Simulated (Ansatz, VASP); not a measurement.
This is a calculation of Ge for Ansatz 0.2.0.

input.yaml

```yaml
crystal:
  lattice:
    - [0.0, 2.82891, 2.82891]
    - [2.82891, 0.0, 2.82891]
    - [2.82891, 2.82891, 0.0]
  atoms:
    - { symbol: Ge, position: [0.75, 0.75, 0.75] }
    - { symbol: Ge, position: [0.5, 0.5, 0.5] }
hamiltonian:
  xc: { exchange: pbe, correlation: pbe, exx: { coeff: 0.35 } }
  pseudopotentials: { kind: paw }
kpoints:
  mp_grid: { grid: [5, 5, 5] }
scf:
  occupations: { method: fermi_dirac, width: 0.05 }
output:
  forces: true
  stress: true
  eigenvalues: true
```

Potentials or basis: Ansatz PAW.

Command:

```bash
$ ansatz run input.yaml --threads 2 --pin off --max-ram 5632MiB --backend cpu --events-out ev --progress --plain --runs-dir out
```

Task: Set up the same calculation for VASP 6.6.1. Potentials there: VASP PAW PBE potentials, release 64 (Ge_d).

Result: As run (the cutoff follows the program's own potentials):

Contents of POSCAR:

```
Ge
1.0
    0.0000000000      2.8289100000      2.8289100000
    2.8289100000      0.0000000000      2.8289100000
    2.8289100000      2.8289100000      0.0000000000
Ge
2
Direct
    0.7500000000      0.7500000000      0.7500000000
    0.5000000000      0.5000000000      0.5000000000
```

File INCAR.step1:

```
SYSTEM = Ge
PREC = Accurate
ENCUT = 520
EDIFF = 1E-5
ISMEAR = -1
SIGMA = 0.05
LREAL = .False.
LASPH = .True.
NELM = 60
ALGO = Normal
ISIF = 2
LWAVE = .True.
LCHARG = .False.
NBANDS = 21
GGA = PE
```

INCAR.step2

```
SYSTEM = Ge
PREC = Accurate
ENCUT = 520
EDIFF = 1E-6
ISMEAR = -1
SIGMA = 0.05
LREAL = .False.
LASPH = .True.
NELM = 60
ALGO = Normal
ISIF = 2
LWAVE = .False.
LCHARG = .False.
GGA = PE
LHFCALC = .True.
AEXX = 0.35
PRECFOCK = Normal
NBANDS = 21
ISTART = 1
```

File KPOINTS:

```
regular mesh
0
Gamma
  5 5 5
  0 0 0
```

Potentials or basis: VASP PAW PBE potentials, release 64 (Ge_d).

Command:

```console
$ cat potpaw_PBE.64/Ge_d/POTCAR > POTCAR
$ cp INCAR.step1 INCAR
$ mpirun -np 1 vasp_std > vasp.out
$ cp INCAR.step2 INCAR
$ mpirun -np 1 vasp_std > vasp.out
```

Both were run:

|  | VASP | Ansatz | Ansatz less VASP |
| --- | --- | --- | --- |
| gap on the k mesh at the Fermi level (eV) | 2.15 | 2.09 | -0.064 |
| least direct gap on the mesh (eV) | 2.23 | 2.15 | -0.079 |
| pressure (GPa) | -0.3 | -0.2 | +0.08 |

VASP's potentials were made for PBE, not for PBE-based global hybrid. With one functional, cell and mesh, what is left measures potentials, basis and numerics.

Noted on Ansatz's run: odd divisions of the mesh miss points on the zone boundary, where band edges often lie, so the gap on the mesh can be too wide.
